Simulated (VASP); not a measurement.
Here is a VASP 6.6.1 calculation.

File INCAR:

```
ALGO = Fast ; EDIFF = 1E-7
EDIFFG = -0.01 ; ENCUT = 600
GGA = PS ; IBRION = 2
ISIF = 4 ; ISMEAR = 0
LASPH = True ; LCHARG = False
LREAL = False ; LWAVE = False
NELM = 80 ; NSW = 50
PREC = Accurate ; SIGMA = 0.1
```

KPOINTS

```
k-points
0
Gamma
  12 12 8
```

File POSCAR:

```
Ca
1.0
    3.7343941987      0.0000000000      0.0000000000
   -1.8671970994      3.2340802438      0.0000000000
    0.0000000000      0.0000000000      6.1439700779
Ca
2
Direct
    0.3333333333      0.6666666667      0.2500000000
    0.6666666667      0.3333333333      0.7500000000
```

Potentials or basis: VASP PAW PBE potentials, release 64 (Ca_sv).

Command:

```bash
$ cat potpaw_PBE.64/Ca_sv/POTCAR > POTCAR
$ mpirun -np 1 vasp_std > vasp.out
```

Estimate the band gap on the k mesh.

zero (bands 10 and 11 overlap by 0.39 eV).

Final structure:
```
Ca
1.0
     3.72757    0.00000    0.00000
    -1.86379    3.22817    0.00000
     0.00000    0.00000    6.16647
Ca
2
Direct
  0.33333 0.66667 0.25000
  0.66667 0.33333 0.75000
```
